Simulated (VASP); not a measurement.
# Hf (Im-3m) in VASP: further runs

Hf is run at these levels: PBE; tasks: single point.

Everything below comes from runs of VASP 6.6.1. Logs are shortened: lines on timing, memory, paths and dates and some standing lists are left out, and cuts for length are marked.

## Step 1: The cell of the first run

It takes space group Im-3m (No. 229, cubic). Conventional cell: a = 3.536 Å, b = 3.536 Å, c = 3.536 Å, α = 90.00°, β = 90.00°, γ = 90.00°. Hf (site symmetry m-3m) has 14 Hf at 3.06 to 3.54 Å within 4.0 Å.

## Step 2: Single point, PBE

INCAR reads:

```
SYSTEM = Hf
  PREC = Accurate
  ENCUT = 500
  EDIFF = 1E-6
  ISMEAR = 1
  SIGMA = 0.1
  LREAL = .False.
  LASPH = .True.
  NELM = 120
  ALGO = Normal
  ISIF = 2
  LWAVE = .False.
  LCHARG = .False.
  GGA = PE
  NBANDS = 11
  GGA_COMPAT = .False.
```

KPOINTS reads:

```
regular mesh
0
Gamma
  11 11 11
  0 0 0
```

POSCAR reads:

```
Hf
1.0
   -1.7681529262      1.7681529262      1.7681529262
    1.7681529262     -1.7681529262      1.7681529262
    1.7681529262      1.7681529262     -1.7681529262
Hf
1
Direct
    0.0000000000      0.0000000000      0.0000000000
```

Potentials or basis: VASP PAW PBE potentials, release 64 (Hf_pv).

On the command line:

```
cat potpaw_PBE.64/Hf_pv/POTCAR > POTCAR
mpirun -np 1 vasp_std > vasp.out
```

OUTCAR:

```text
SYSTEM = Hf
   PREC = Accurate
   ENCUT = 500
   EDIFF = 1E-6
   ISMEAR = 1
   LREAL = .False.
   LASPH = .True.
   NELM = 120
   ISIF = 2
   GGA = PE

 ion  position               nearest neighbor table
   1  0.000  0.000  0.000-

  LATTYP: Found a body centered cubic cell.
 ALAT       =     3.5363058524

  Lattice vectors:

 A1 = (  -1.7681529262,   1.7681529262,   1.7681529262)
 A2 = (   1.7681529262,  -1.7681529262,   1.7681529262)
 A3 = (   1.7681529262,   1.7681529262,  -1.7681529262)

Analysis of symmetry for initial positions (statically):
=====================================================================
 Subroutine PRICEL returns:
 Original cell was already a primitive cell.

 Routine SETGRP: Setting up the symmetry group for a
 body centered cubic supercell.

 Subroutine GETGRP returns: Found 48 space group operations
 (whereof 48 operations were pure point group operations)
 out of a pool of 48 trial point group operations.

The static configuration has the point symmetry O_h .

Analysis of symmetry for dynamics (positions and initial velocities):
=====================================================================
 Subroutine PRICEL returns:
 Original cell was already a primitive cell.

 Routine SETGRP: Setting up the symmetry group for a
 body centered cubic supercell.

 Subroutine GETGRP returns: Found 48 space group operations
 (whereof 48 operations were pure point group operations)
 out of a pool of 48 trial point group operations.

The dynamic configuration has the point symmetry O_h .

 Subroutine INISYM returns: Found 48 space group operations
 (whereof 48 operations are pure point group operations),
 and found     1 'primitive' translations

----------------------------------------------------------------------------------------

                                     Primitive cell

  volume of cell :      22.1116

  direct lattice vectors                    reciprocal lattice vectors
    -1.768152926  1.768152926  1.768152926     0.000000000  0.282780970  0.282780970
     1.768152926 -1.768152926  1.768152926     0.282780970  0.000000000  0.282780970
     1.768152926  1.768152926 -1.768152926     0.282780970  0.282780970  0.000000000

  length of vectors
     3.062530704  3.062530704  3.062530704     0.399912683  0.399912683  0.399912683

  position of ions in fractional coordinates (direct lattice)
     0.000000000  0.000000000  0.000000000

  ion indices of the primitive-cell ions
   primitive index   ion index
                 1           1

----------------------------------------------------------------------------------------

 KPOINTS: regular mesh

Automatic generation of k-mesh.
 Grid dimensions read from file:
 generate k-points for:   11   11   11

 Generating k-lattice:

  Cartesian coordinates                     Fractional coordinates (reciprocal lattice)
     0.000000000  0.025707361  0.025707361     0.090909091  0.000000000  0.000000000
     0.025707361  0.000000000  0.025707361     0.000000000  0.090909091  0.000000000
     0.025707361  0.025707361  0.000000000     0.000000000  0.000000000  0.090909091

  Length of vectors
     0.036355698  0.036355698  0.036355698

  Shift w.r.t. Gamma in fractional coordinates (k-lattice)
     0.000000000  0.000000000  0.000000000

 Subroutine IBZKPT returns following result:
 ===========================================

 Found     56 irreducible k-points:

 Following reciprocal coordinates:
            Coordinates               Weight
  0.000000  0.000000  0.000000      1.000000
  0.090909  0.000000  0.000000     12.000000
  0.181818  0.000000  0.000000     12.000000
  0.272727  0.000000  0.000000     12.000000
  0.363636  0.000000  0.000000     12.000000
  0.454545  0.000000  0.000000     12.000000
[... 16 lines left out ...]
  0.272727  0.181818  0.090909     48.000000
  0.363636  0.181818  0.090909     24.000000
 [... further k-points ...]
   k-points           NKPTS =     56   k-points in BZ     NKDIM =     56   number of bands    NBANDS=     11
   number of dos      NEDOS =    301   number of ions     NIONS =      1
   total plane-waves  NPLWV =  13824
   dimension x,y,z NGX =    24 NGY =   24 NGZ =   24
   dimension x,y,z NGXF=    48 NGYF=   48 NGZF=   48
   ions per type =               1
   NGX,Y,Z   is equivalent  to a cutoff of  13.03, 13.03, 13.03 a.u.
   NGXF,Y,Z  is equivalent  to a cutoff of  26.06, 26.06, 26.06 a.u.
 SYSTEM =  Hf
   PREC   = accura    normal or accurate (medium, high low for compatibility)
   ISTART =      0    job   : 0-new  1-cont  2-samecut
   ICHARG =      2    charge: 1-file 2-atom 10-const
   ISPIN  =      1    spin polarized calculation?
   LNONCOLLINEAR =      F non collinear calculations
   LSORBIT =      F    spin-orbit coupling
   LASPH  =      T    aspherical Exc in radial PAW
   ENCUT  =  500.0 eV  36.75 Ry    6.06 a.u.   5.58  5.58  5.58*2*pi/ulx,y,z
   NELM   =    120;   NELMIN=  2; NELMDL= -5     # of ELM steps
   EDIFF  = 0.1E-05   stopping-criterion for ELM
   LREAL  =      F    real-space projection
   EDIFFG = 0.1E-04   stopping-criterion for IOM
   NSW    =      0    number of steps for IOM
   IBRION =     -1    ionic relax: 0-MD 1-quasi-New 2-CG
   NFREE  =      0    steps in history (QN), initial steepest desc. (CG)
   ISIF   =      2    stress and relaxation
   ISYM   =      2    0-nonsym 1-usesym 2-fastsym
   POTIM  = 0.5000    time-step for ionic-motion
   TEBEG  =    0.0;   TEEND  =   0.0 temperature during run
   PSTRESS=    0.0 pullay stress
   NELECT =      10.0000    total number of electrons
   NUPDOWN=      -1.0000    fix difference up-down
   EMIN   =  10.00;   EMAX   =-10.00  energy-range for DOS
   EFERMI =   0.00;   METHOD = LEGACY
   ISMEAR =     1;   SIGMA  =   0.10  broadening in eV -4-tet -1-fermi 0-gaus
   EFERMI_NEDOS =   21; number of points for ismear=-14 and -15
   IALGO  =     38    algorithm
   IMIX   =      4    mixing-type and parameters
     AMIX     =   0.40;   BMIX     =  1.00
     AMIX_MAG =   1.60;   BMIX_MAG =  1.00
  volume/ion in A,a.u.               =      22.11       149.22
  Fermi-wavevector in a.u.,A,eV,Ry     =   1.256613  2.374655 21.484649  1.579077
  Thomas-Fermi vector in A             =   2.390313
   LORBIT       =      0    0 simple, 1 ext, 2 COOP (PROOUT), +10 PAW based schemes
   GGA     = PE    functional components
   LHFCALC =     F    Hartree Fock is set to
   AEXX    =    0.0000 exact exchange contribution
   IVDW    =     0    specifies the selected vdW correction
   LEPSILON=     F    determine dielectric tensor
   LRPA    =     F    only Hartree local field effects (RPA)
 non-spin polarized calculation
 Methfessel and Paxton  Order N= 1 SIGMA  =   0.10
  energy-cutoff  :      500.00
  volume of cell :       22.11
 maximum number of plane-waves:       575
   NGX = 11   NGY = 11   NGZ = 11

 number of electron      10.0000000 magnetization

 Free energy of the ion-electron system (eV)
  ---------------------------------------------------
  ext. energy  EPLUGINS =         0.00000000
  ---------------------------------------------------
  free energy    TOTEN  =        -9.74008072 eV

  energy without entropy =       -9.73898311  energy(sigma->0) =       -9.73971485

 E-fermi :   4.6356     XC(G=0): -11.3349

 val. band max:        4.6329626860   @ k =  -0.4545  -0.4545   0.0909
 cond. band min:       4.6887764111   @ k =   0.2727   0.1818   0.0000
 fundamental gap:      0.0558137251
 Fermi energy:         4.6355560862

 k-point     1 :       0.0000    0.0000    0.0000
  band No.  band energies     occupation
      1     -25.1232      2.00000
      2     -25.1232      2.00000
      3     -25.1232      2.00000
      4      -2.4196      2.00000
      5       6.1989     -0.00000
      6       6.1989     -0.00000
      7       6.1989     -0.00000
      8       9.0124      0.00000
      9       9.0124      0.00000
     10      17.9950      0.00000
     11      17.9950      0.00000

 k-point     2 :       0.0909    0.0000    0.0000
  band No.  band energies     occupation
      1     -25.1956      2.00000
      2     -25.1457      2.00000
      3     -25.1235      2.00000
      4      -2.1120      2.00000
      5       5.9841     -0.00000
      6       6.1036     -0.00000
      7       6.5035     -0.00000
      8       8.6921      0.00000
      9       9.0100      0.00000
     10      17.9759      0.00000
     11      18.2801      0.00000

 k-point     3 :       0.1818    0.0000    0.0000
  band No.  band energies     occupation
      1     -25.3852      2.00000
      2     -25.2056      2.00000
      3     -25.1244      2.00000
      4      -1.2608      2.00000
      5       5.4688     -0.00000
      6       5.6685     -0.00000
      7       7.3955      0.00000
      8       8.3921      0.00000
      9       9.0514      0.00000
     10      17.9737      0.00000
     11      18.6505      0.00000

 k-point     4 :       0.2727    0.0000    0.0000
  band No.  band energies     occupation
      1     -25.6243      2.00000
      2     -25.2828      2.00000
      3     -25.1256      2.00000
      4      -0.1103      2.00000
      5       4.8915     -0.00177
      6       5.0861     -0.00000
      7       8.5793      0.00000
      8       8.8012      0.00000
      9       9.2195      0.00000
     10      17.7969      0.00000
     11      17.9570      0.00000
[... 239 lines left out ...]
 k-point    22 :       0.1818    0.1818    0.0909
  band No.  band energies     occupation
      1     -25.7820      2.00000
      2     -25.3384      2.00000
      3     -25.2347      2.00000
      4       1.5800      2.00000
      5       4.1405      2.00000
      6       4.2883      2.00001
      7       9.1033      0.00000
      8       9.6202      0.00000
      9      11.5684      0.00000
     10      15.9635      0.00000
     11      17.9840      0.00000

 k-point    23 :       0.2727    0.1818    0.0909
  band No.  band energies     occupation
      1     -25.8211      2.00000
      2     -25.4514      2.00000
      3     -25.2550      2.00000
      4       2.4361      2.00000
      5       3.9712      2.00000
      6       4.4068      2.00567
      7       9.3291      0.00000
      8       9.8299      0.00000
      9      13.0449      0.00000
     10      13.6914      0.00000
     11      17.1007      0.00000

 k-point    24 :       0.3636    0.1818    0.0909
  band No.  band energies     occupation
      1     -25.8228      2.00000
      2     -25.5083      2.00000
      3     -25.2606      2.00000
      4       2.6033      2.00000
      5       3.9293      2.00000
      6       4.7971     -0.04474
      7       9.3615      0.00000
      8       9.9338      0.00000
      9      12.4251      0.00000
     10      14.0454      0.00000
     11      16.5621      0.00000

 [... further k-points ...]
[... 5 lines left out ...]
  --------------------------------------------------------------------------------------
  -------------------------------------------------------------------------------------
  Total        0.0212922      0.0212922      0.0212922      0.0000000     -0.0000000     -0.0000000
  in kB        1.5428073      1.5428073      1.5428073      0.0000000     -0.0000000     -0.0000000
  external PRESSURE =       1.5428073 kB  Pullay stress =       0.0000000 kB

 VOLUME and BASIS-vectors are now :
 -----------------------------------------------------------------------------
  energy-cutoff  :      500.00
  volume of cell :       22.11
      direct lattice vectors                 reciprocal lattice vectors
    -1.768152926  1.768152926  1.768152926     0.000000000  0.282780970  0.282780970
     1.768152926 -1.768152926  1.768152926     0.282780970  0.000000000  0.282780970
     1.768152926  1.768152926 -1.768152926     0.282780970  0.282780970  0.000000000

 POSITION                                       TOTAL-FORCE (eV/Angst)
 -----------------------------------------------------------------------------------
      0.00000      0.00000      0.00000        -0.000000      0.000000     -0.000000
 -----------------------------------------------------------------------------------
    total drift:                                0.000000      0.000000      0.000000

  FREE ENERGIE OF THE ION-ELECTRON SYSTEM (eV)
  ---------------------------------------------------
  free  energy   TOTEN  =        -9.7400807161 eV

  energy  without entropy=       -9.7389831068  energy(sigma->0) =       -9.73971485
```

It took 15 s on 1 thread of Intel Xeon 8259CL, shared host; peak memory 0.14 GiB.

Results:

- Free energy: -9.7401 eV
- Pressure: 0.2 GPa
- Band gap on the k mesh: zero (band 5 reaches 6.20 eV, above the bottom of band 6 at 3.81 eV)

Levels at points of the mesh, in eV from the Fermi level:
```csv
k point,band 2,band 3,band 4,band 5,band 6,band 7,band 8,band 9
"(0.00, 0.00, 0.00)",-29.76,-29.76,-7.06,1.56,1.56,1.56,4.38,4.38
```

Caveat: spin-orbit coupling is left out, which moves the levels of the heavy elements.

(Part 1 of 2 ends here.)
